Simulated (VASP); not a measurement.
# CdO (Fm-3m) in VASP: notebook

The runs below take CdO through single point, with PBEsol.

Program: VASP 6.6.1. These are calculated values, not measurements. Logs are shortened: lines on timing, memory, paths and dates and some standing lists are left out, and cuts for length are marked.

### Step 1. The cell of the first run

The structure is cubic, space group Fm-3m (No. 225). Conventional cell: a = 4.700 Å, b = 4.700 Å, c = 4.700 Å, α = 90.00°, β = 90.00°, γ = 90.00°. Cd (site symmetry m-3m) has 6 O at 2.35 Å within 3.1 Å. Within 3.1 Å of O (site symmetry m-3m) lie 6 Cd at 2.35 Å.

### Step 2. Single point, PBEsol

INCAR

```
SYSTEM = CdO
PREC = Accurate
ENCUT = 600
EDIFF = 1E-6
ISMEAR = 0
SIGMA = 0.05
LREAL = .FALSE.
LASPH = .TRUE.
NELM = 120
ALGO = Normal
ISIF = 2
LWAVE = .FALSE.
LCHARG = .FALSE.
GGA = PS
NBANDS = 16
GGA_COMPAT = .FALSE.
```

KPOINTS

```
Automatic mesh
0
G
  6 6 6
  0 0 0
```

POSCAR

```
CdO
1.0
    0.0000000000      2.3500000000      2.3500000000
    2.3500000000      0.0000000000      2.3500000000
    2.3500000000      2.3500000000      0.0000000000
Cd O
1 1
Direct
    0.0000000000      0.0000000000      0.0000000000
    0.5000000000      0.5000000000      0.5000000000
```

Potentials or basis: VASP PAW PBE potentials, release 64 (Cd, O).

The run is started by

```bash
> cat potpaw_PBE.64/Cd/POTCAR potpaw_PBE.64/O/POTCAR > POTCAR
> mpirun -np 1 vasp_std > vasp.out
```

OUTCAR:

```text
SYSTEM = CdO
   PREC = Accurate
   ENCUT = 600
   EDIFF = 1E-6
   ISMEAR = 0
   LREAL = .FALSE.
   LASPH = .TRUE.
   NELM = 120
   ISIF = 2
   GGA = PS

 ion  position               nearest neighbor table
   1  0.000  0.000  0.000-   2 2.35   2 2.35   2 2.35   2 2.35   2 2.35   2 2.35
   2  0.500  0.500  0.500-   1 2.35   1 2.35   1 2.35   1 2.35   1 2.35   1 2.35

  LATTYP: Found a face centered cubic cell.
 ALAT       =     4.7000000000

  Lattice vectors:

 A1 = (   0.0000000000,   2.3500000000,   2.3500000000)
 A2 = (   2.3500000000,   0.0000000000,   2.3500000000)
 A3 = (   2.3500000000,   2.3500000000,   0.0000000000)

Analysis of symmetry for initial positions (statically):
=====================================================================
 Subroutine PRICEL returns:
 Original cell was already a primitive cell.

 Routine SETGRP: Setting up the symmetry group for a
 face centered cubic supercell.

 Subroutine GETGRP returns: Found 48 space group operations
 (whereof 48 operations were pure point group operations)
 out of a pool of 48 trial point group operations.

The static configuration has the point symmetry O_h .

Analysis of symmetry for dynamics (positions and initial velocities):
=====================================================================
 Subroutine PRICEL returns:
 Original cell was already a primitive cell.

 Routine SETGRP: Setting up the symmetry group for a
 face centered cubic supercell.

 Subroutine GETGRP returns: Found 48 space group operations
 (whereof 48 operations were pure point group operations)
 out of a pool of 48 trial point group operations.

The dynamic configuration has the point symmetry O_h .

 Subroutine INISYM returns: Found 48 space group operations
 (whereof 48 operations are pure point group operations),
 and found     1 'primitive' translations

----------------------------------------------------------------------------------------

                                     Primitive cell

  volume of cell :      25.9558

  direct lattice vectors                    reciprocal lattice vectors
     0.000000000  2.350000000  2.350000000    -0.212765957  0.212765957  0.212765957
     2.350000000  0.000000000  2.350000000     0.212765957 -0.212765957  0.212765957
     2.350000000  2.350000000  0.000000000     0.212765957  0.212765957 -0.212765957

  length of vectors
     3.323401872  3.323401872  3.323401872     0.368521448  0.368521448  0.368521448

  position of ions in fractional coordinates (direct lattice)
     0.000000000  0.000000000  0.000000000
     0.500000000  0.500000000  0.500000000

  ion indices of the primitive-cell ions
   primitive index   ion index
                 1           1
                 2           2

----------------------------------------------------------------------------------------

 KPOINTS: Automatic mesh

Automatic generation of k-mesh.
 Grid dimensions read from file:
 generate k-points for:    6    6    6

 Generating k-lattice:

  Cartesian coordinates                     Fractional coordinates (reciprocal lattice)
    -0.035460993  0.035460993  0.035460993     0.166666667  0.000000000  0.000000000
     0.035460993 -0.035460993  0.035460993     0.000000000  0.166666667  0.000000000
     0.035460993  0.035460993 -0.035460993     0.000000000  0.000000000  0.166666667

  Length of vectors
     0.061420241  0.061420241  0.061420241

  Shift w.r.t. Gamma in fractional coordinates (k-lattice)
     0.000000000  0.000000000  0.000000000

 Subroutine IBZKPT returns following result:
 ===========================================

 Found     16 irreducible k-points:

 Following reciprocal coordinates:
            Coordinates               Weight
  0.000000  0.000000  0.000000      1.000000
  0.166667  0.000000  0.000000      8.000000
  0.333333  0.000000  0.000000      8.000000
  0.500000  0.000000  0.000000      4.000000
  0.166667  0.166667  0.000000      6.000000
  0.333333  0.166667  0.000000     24.000000
[... 8 lines left out ...]
 -0.333333  0.333333  0.166667     24.000000
 -0.333333  0.500000  0.166667     12.000000
   k-points           NKPTS =     16   k-points in BZ     NKDIM =     16   number of bands    NBANDS=     16
   number of dos      NEDOS =    301   number of ions     NIONS =      2
   total plane-waves  NPLWV =  21952
   dimension x,y,z NGX =    28 NGY =   28 NGZ =   28
   dimension x,y,z NGXF=    56 NGYF=   56 NGZF=   56
   ions per type =               1   1
   NGX,Y,Z   is equivalent  to a cutoff of  14.01, 14.01, 14.01 a.u.
   NGXF,Y,Z  is equivalent  to a cutoff of  28.01, 28.01, 28.01 a.u.
 SYSTEM =  CdO
   PREC   = accura    normal or accurate (medium, high low for compatibility)
   ISTART =      0    job   : 0-new  1-cont  2-samecut
   ICHARG =      2    charge: 1-file 2-atom 10-const
   ISPIN  =      1    spin polarized calculation?
   LNONCOLLINEAR =      F non collinear calculations
   LSORBIT =      F    spin-orbit coupling
   LASPH  =      T    aspherical Exc in radial PAW
   ENCUT  =  600.0 eV  44.10 Ry    6.64 a.u.   6.64  6.64  6.64*2*pi/ulx,y,z
   NELM   =    120;   NELMIN=  2; NELMDL= -5     # of ELM steps
   EDIFF  = 0.1E-05   stopping-criterion for ELM
   LREAL  =      F    real-space projection
   EDIFFG = 0.1E-04   stopping-criterion for IOM
   NSW    =      0    number of steps for IOM
   IBRION =     -1    ionic relax: 0-MD 1-quasi-New 2-CG
   NFREE  =      0    steps in history (QN), initial steepest desc. (CG)
   ISIF   =      2    stress and relaxation
   ISYM   =      2    0-nonsym 1-usesym 2-fastsym
   POTIM  = 0.5000    time-step for ionic-motion
   TEBEG  =    0.0;   TEEND  =   0.0 temperature during run
   PSTRESS=    0.0 pullay stress
   NELECT =      18.0000    total number of electrons
   NUPDOWN=      -1.0000    fix difference up-down
   EMIN   =  10.00;   EMAX   =-10.00  energy-range for DOS
   EFERMI =   0.00;   METHOD = LEGACY
   ISMEAR =     0;   SIGMA  =   0.05  broadening in eV -4-tet -1-fermi 0-gaus
   EFERMI_NEDOS =   21; number of points for ismear=-14 and -15
   IALGO  =     38    algorithm
   IMIX   =      4    mixing-type and parameters
     AMIX     =   0.40;   BMIX     =  1.00
     AMIX_MAG =   1.60;   BMIX_MAG =  1.00
  volume/ion in A,a.u.               =      12.98        87.58
  Fermi-wavevector in a.u.,A,eV,Ry     =   1.449065  2.738335 28.569361  2.099789
  Thomas-Fermi vector in A             =   2.566834
   LORBIT       =      0    0 simple, 1 ext, 2 COOP (PROOUT), +10 PAW based schemes
   GGA     = PS    functional components
   LHFCALC =     F    Hartree Fock is set to
   AEXX    =    0.0000 exact exchange contribution
   IVDW    =     0    specifies the selected vdW correction
   LEPSILON=     F    determine dielectric tensor
   LRPA    =     F    only Hartree local field effects (RPA)
 non-spin polarized calculation
 Gauss-broadening in eV      SIGMA  =   0.05
  energy-cutoff  :      600.00
  volume of cell :       25.96
 maximum number of plane-waves:       893
 NGX is ok and might be reduce to    28
   NGX = 13   NGY = 13   NGZ = 13

 number of electron      18.0000002 magnetization

 Free energy of the ion-electron system (eV)
  ---------------------------------------------------
  ext. energy  EPLUGINS =         0.00000000
  ---------------------------------------------------
  free energy    TOTEN  =        -8.50619474 eV

  energy without entropy =       -8.50565102  energy(sigma->0) =       -8.50592288

 E-fermi :   1.9144     XC(G=0): -11.9606

 val. band max:        1.8735971536   @ k =   0.5000   0.0000   0.0000
 cond. band min:       3.3169832354   @ k =   0.1667   0.0000   0.0000
 fundamental gap:      1.4433860818
 Fermi energy:         1.9143839812

 k-point     1 :       0.0000    0.0000    0.0000
  band No.  band energies     occupation
      1     -15.4470      2.00000
      2      -4.7845      2.00000
      3      -4.7845      2.00000
      4      -4.7845      2.00000
      5      -4.4806      2.00000
      6      -4.4806      2.00000
[... 8 lines left out ...]
     15      19.9304      0.00000
     16      19.9304      0.00000

 k-point     2 :       0.1667    0.0000    0.0000
  band No.  band energies     occupation
      1     -15.2587      2.00000
      2      -4.9191      2.00000
      3      -4.8233      2.00000
      4      -4.8233      2.00000
      5      -4.5694      2.00000
      6      -4.5694      2.00000
[... 8 lines left out ...]
     15      20.5738      0.00000
     16      20.5738      0.00000

 k-point     3 :       0.3333    0.0000    0.0000
  band No.  band energies     occupation
      1     -14.8506      2.00000
      2      -5.4309      2.00000
      3      -5.2140      2.00000
      4      -5.2140      2.00000
      5      -4.3508      2.00000
      6      -4.3508      2.00000
[... 8 lines left out ...]
     15      22.1491      0.00000
     16      22.1491      0.00000

 k-point     4 :       0.5000    0.0000    0.0000
  band No.  band energies     occupation
      1     -14.6268      2.00000
      2      -5.7967      2.00000
      3      -5.3995      2.00000
      4      -5.3995      2.00000
      5      -4.2200      2.00000
      6      -4.2200      2.00000
[... 8 lines left out ...]
     15      22.9658      0.00000
     16      23.7507      0.00000
[... 172 lines left out ...]
 k-point    14 :       0.5000    0.3333    0.1667
  band No.  band energies     occupation
      1     -14.7516      2.00000
      2      -5.1714      2.00000
      3      -5.0700      2.00000
      4      -4.9853      2.00000
      5      -4.3180      2.00000
      6      -4.1269      2.00000
[... 8 lines left out ...]
     15      22.8408      0.00000
     16      25.5586      0.00000

 k-point    15 :      -0.3333    0.3333    0.1667
  band No.  band energies     occupation
      1     -14.6628      2.00000
      2      -5.2437      2.00000
      3      -4.9910      2.00000
      4      -4.9563      2.00000
      5      -4.1771      2.00000
      6      -4.1217      2.00000
[... 8 lines left out ...]
     15      20.8746      0.00000
     16      26.5311      0.00000

 k-point    16 :      -0.3333    0.5000    0.1667
  band No.  band energies     occupation
      1     -14.7019      2.00000
      2      -5.1244      2.00000
      3      -4.8054      2.00000
      4      -4.6317      2.00000
      5      -4.0766      2.00000
      6      -3.8647      2.00000
[... 8 lines left out ...]
     15      22.9811      0.00000
     16      26.2517      0.00000

------------------------ aborting loop because EDIFF is reached ----------------------------------------

  FORCE on cell =-STRESS in cart. coord.  units (eV):
  Direction    XX          YY          ZZ          XY          YZ          ZX
  --------------------------------------------------------------------------------------
  -------------------------------------------------------------------------------------
  Total        0.0778210      0.0778210      0.0778210      0.0000000      0.0000000     -0.0000000
  in kB        4.8036778      4.8036778      4.8036778      0.0000000      0.0000000     -0.0000000
  external PRESSURE =       4.8036778 kB  Pullay stress =       0.0000000 kB

 VOLUME and BASIS-vectors are now :
 -----------------------------------------------------------------------------
  energy-cutoff  :      600.00
  volume of cell :       25.96
      direct lattice vectors                 reciprocal lattice vectors
     0.000000000  2.350000000  2.350000000    -0.212765957  0.212765957  0.212765957
     2.350000000  0.000000000  2.350000000     0.212765957 -0.212765957  0.212765957
     2.350000000  2.350000000  0.000000000     0.212765957  0.212765957 -0.212765957

 POSITION                                       TOTAL-FORCE (eV/Angst)
 -----------------------------------------------------------------------------------
      0.00000      0.00000      0.00000         0.000000     -0.000000      0.000000
      2.35000      2.35000      2.35000        -0.000000      0.000000      0.000000
 -----------------------------------------------------------------------------------
    total drift:                                0.000000      0.000000      0.000000

  FREE ENERGIE OF THE ION-ELECTRON SYSTEM (eV)
  ---------------------------------------------------
  free  energy   TOTEN  =        -8.5061947382 eV

  energy  without entropy=       -8.5056510232  energy(sigma->0) =       -8.50592288
```

It took 5.3 s on 1 thread of Intel Xeon 6975P-C (Granite Rapids), shared host; peak memory 0.15 GiB.

Results:

- Free energy: -8.5062 eV
- Pressure: 0.5 GPa
- Band gap on the k mesh: zero (band 9 reaches 1.87 eV, above the bottom of band 10 at 1.34 eV)

Levels at points of the mesh, in eV from the Fermi level:
```
           k point  band 5  band 6  band 7  band 8  band 9  band 10  band 11  band 12  band 13  band 14
(0.00, 0.00, 0.00)   -6.39   -6.39   -1.40   -1.40   -1.40    -0.57    14.73    16.84    16.84    16.84
(0.50, 0.00, 0.00)   -6.13   -6.13   -3.87   -0.04   -0.04     4.25     7.20    11.76    11.76    17.55
(0.50, 0.50, 0.00)   -5.99   -5.68   -4.45   -2.39   -2.39     3.73     8.40    11.02    13.19    13.19
```

Caveat: the k points lie up to 0.39 Å⁻¹ apart; the PAW data sets were made with another functional, which shifts forces and pressure a little.

### Step 3. Single point, PBEsol

This run uses another cell than the first one, of 12.89 Å³/atom, 0.993 times its volume.

INCAR is that of step 2.

KPOINTS

```
regular mesh
0
G
  6 6 6
  0 0 0
```

POSCAR

```
CdO
1.0
    0.0000000000      2.3444684677      2.3444684677
    2.3444684677      0.0000000000      2.3444684677
    2.3444684677      2.3444684677      0.0000000000
Cd O
1 1
Direct
    0.0000000000      0.0000000000      0.0000000000
    0.5000000000      0.5000000000      0.5000000000
```

Potentials or basis: VASP PAW PBE potentials, release 64 (Cd, O).

The run is started by

```bash
> cat potpaw_PBE.64/Cd/POTCAR potpaw_PBE.64/O/POTCAR > POTCAR
> mpirun -np 1 vasp_std > vasp.out
```

It took 5.3 s on 1 thread of Intel Xeon 6975P-C (Granite Rapids), shared host; peak memory 0.15 GiB.

It converged, with:

- Free energy: -8.5047 eV
- Pressure: 1.5 GPa
- Band gap on the k mesh: zero (band 9 reaches 1.94 eV, above the bottom of band 10 at 1.42 eV)

Levels at points of the mesh, in eV from the Fermi level:
```tsv
k point	band 7	band 8	band 9	band 10	band 11	band 12
(0.00, 0.00, 0.00)	-1.43	-1.43	-1.43	-0.56	14.74	16.89
(0.50, 0.00, 0.00)	-3.89	-0.04	-0.04	4.25	7.25	11.79
(0.50, 0.50, 0.00)	-4.51	-2.43	-2.43	3.76	8.43	11.04
```

Caveat: the k points lie up to 0.39 Å⁻¹ apart; the PAW data sets were made with another functional, which shifts forces and pressure a little.
